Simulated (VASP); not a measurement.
A run of VASP 6.6.1 is set up as follows.

POSCAR

```
Mo
1.0
   -1.5754959197      1.5754959197      1.5754959197
    1.5754959197     -1.5754959197      1.5754959197
    1.5754959197      1.5754959197     -1.5754959197
Mo
1
Direct
    0.0000000000      0.0000000000      0.0000000000
```

INCAR.step1

```
PREC = Accurate
ENCUT = 520
ISMEAR = -1
SIGMA = 0.15
LREAL = F
LASPH = T
NELM = 80
NBANDS = 13
GGA = PE
ALGO = Normal
EDIFF = 1E-4
LWAVE = T
LCHARG = F
```

The input INCAR.step2:

```
PREC = Accurate
ENCUT = 520
EDIFF = 1E-6
ISMEAR = -1
SIGMA = 0.15
LREAL = F
LASPH = T
NELM = 80
ALGO = Normal
ISIF = 2
LWAVE = F
LCHARG = F
METAGGA = R2SCAN
LMIXTAU = T
NBANDS = 13
ISTART = 1
```

The input KPOINTS:

```
Automatic mesh
0
Gamma
  16 16 16
```

Potentials or basis: VASP PAW PBE potentials, release 64 (Mo_sv).

Launch:

```bash
$ cat potpaw_PBE.64/Mo_sv/POTCAR > POTCAR
$ cp INCAR.step1 INCAR
$ mpirun -np 1 vasp_std > vasp.out
$ cp INCAR.step2 INCAR
$ mpirun -np 1 vasp_std > vasp.out
```

Task: Predict the band gap on the k mesh.

Result: Zero (band 7 reaches 16.68 eV, above the bottom of band 8 at 11.12 eV).

Task: What does it give for the pressure?

Result: 1.1 GPa.

Caveat: the PAW data sets were made with another functional, which shifts forces and pressure a little.
